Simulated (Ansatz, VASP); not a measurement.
CoO: VASP beside Ansatz

```xyz
2
Lattice="0.0000 2.1315 2.1315 2.1315 0.0000 2.1315 2.1315 2.1315 0.0000" Properties=species:S:1:pos:R:3 pbc="T T T"
Co    0.0000    0.0000    0.0000
O     2.1315    2.1315    2.1315
```

Alike in both runs: task relaxation of cell and atoms; functional revPBE; dispersion D4; k mesh 11 × 11 × 11; occupations fermi-dirac, width 0.05 eV; collinear spin.

|  | VASP | Ansatz |
| --- | --- | --- |
| version | VASP 6.6.1 | Ansatz 0.2.0 |
| potentials or method | VASP PAW PBE potentials, release 64 (Co, O) | Ansatz PAW |
| plane-wave cutoff (eV) | 600 | 420 |
| valence electrons in the cell | 15 | 23 |

VASP gave:

| Quantity | Value |
| --- | --- |
| gap on the k mesh at the Fermi level, each at its own relaxed structure (eV) | none |
| net moment per atom (μB) | 1.43 |
| size of the moment on the site where the two differ most (μB) | 2.53 |
| relaxed volume (Å³/atom) | 9.42 |
| relaxed cell length with the largest relative difference (Å) | 2.986 |

Problem. What did Ansatz give for the same quantities?

Solution. gap on the k mesh at the Fermi level, each at its own relaxed structure (eV): none; net moment per atom (μB): 1.45; size of the moment on the site where the two differ most (μB): 2.47; relaxed volume (Å³/atom): 9.46; relaxed cell length with the largest relative difference (Å): 2.991.

VASP's potentials were made for PBE, not for revPBE. Site moments also hang on the region over which each program counts them. A gap of «none» marks a metal or a gap that the smearing closes. VASP's potentials hold 15 valence electrons a cell and Ansatz's 23, so a difference there can come from the potentials and not from the codes.

Noted on Ansatz's run: the plane-wave basis is chosen anew once the cell has moved, so the energies of steps on either side of that aren't comparable.
